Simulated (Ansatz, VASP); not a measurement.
IrSe in VASP and in Ansatz

File POSCAR:

```
IrSe
1.0
    0.0000000000      2.5759288615      2.5759288615
    2.5759288615      0.0000000000      2.5759288615
    2.5759288615      2.5759288615      0.0000000000
Ir Se
1 1
Direct
    0.5000000000      0.5000000000      0.5000000000
    0.0000000000      0.0000000000      0.0000000000
```

Contents of INCAR.step1:

```
SYSTEM = IrSe
PREC     = Accurate       ! precision mode
ENCUT    = 520            ! plane-wave cutoff, eV
ISMEAR   = -1             ! smearing method
SIGMA    = 0.05           ! smearing width, eV
LREAL    = .FALSE.        ! projectors in reciprocal space
LASPH    = .TRUE.         ! aspherical terms in the spheres
NELM     = 60             ! most SCF steps
NBANDS   = 14             ! bands
GGA      = PE             ! functional
ALGO     = Normal         ! electronic algorithm
EDIFF    = 1E-4           ! SCF threshold, eV
LWAVE    = .TRUE.         ! write WAVECAR
LCHARG   = .FALSE.        ! write CHGCAR
```

File INCAR.step2:

```
SYSTEM = IrSe
PREC     = Accurate       ! precision mode
ENCUT    = 520            ! plane-wave cutoff, eV
EDIFF    = 1E-7           ! SCF threshold, eV
ISMEAR   = -1             ! smearing method
SIGMA    = 0.05           ! smearing width, eV
LREAL    = .FALSE.        ! projectors in reciprocal space
LASPH    = .TRUE.         ! aspherical terms in the spheres
NELM     = 60             ! most SCF steps
ALGO     = Normal         ! electronic algorithm
ISIF     = 2              ! what is computed and relaxed
LWAVE    = .FALSE.        ! write WAVECAR
LCHARG   = .TRUE.         ! write CHGCAR
METAGGA  = R2SCAN         ! meta-GGA
LMIXTAU  = .TRUE.       
LELF     = .TRUE.         ! ELF
LVHAR    = .TRUE.       
NBANDS   = 14             ! bands
ISTART   = 1
```

Contents of KPOINTS:

```
regular mesh
0
G
  12 12 12
  0 0 0
```

Input for Ansatz:

```yaml
crystal:
  lattice:
    - [0.0, 2.5759288615, 2.5759288615]
    - [2.5759288615, 0.0, 2.5759288615]
    - [2.5759288615, 2.5759288615, 0.0]
  atoms:
    - { symbol: Ir, position: [0.5, 0.5, 0.5] }
    - { symbol: Se, position: [0.0, 0.0, 0.0] }
basis:
  ecutwfc: 500
  ecutrho_ratio: 4
kpoints:
  mp_grid: { grid: [12, 12, 12] }
hamiltonian:
  xc: r2scan
scf:
  occupations: { method: fermi_dirac, width: 0.05 }
  eigensolver: { kind: davidson }
  algorithm: density_mixing
output:
  forces: true
  stress: true
```

Alike in both runs: task single point; functional r2SCAN; k mesh 12 × 12 × 12; occupations fermi-dirac, width 0.05 eV; no spin polarisation.

|  | VASP | Ansatz |
| --- | --- | --- |
| version | VASP 6.6.1 | Ansatz 0.2.0 |
| potentials or method | VASP PAW PBE potentials, release 64 (Ir, Se), cutoff 520 eV | scalar-relativistic, plane waves, PAW |
| valence electrons in the cell | 15 | 33 |

Ansatz gave:

* pressure (GPa): 0.0

Q: What did VASP give for the same quantities?

A: Pressure (GPa): 0.8.

VASP's potentials were made for PBE, not for r2SCAN. VASP's potentials hold 15 valence electrons a cell and Ansatz's 33, so a difference there can come from the potentials and not from the codes.

Spin-orbit coupling is off throughout.
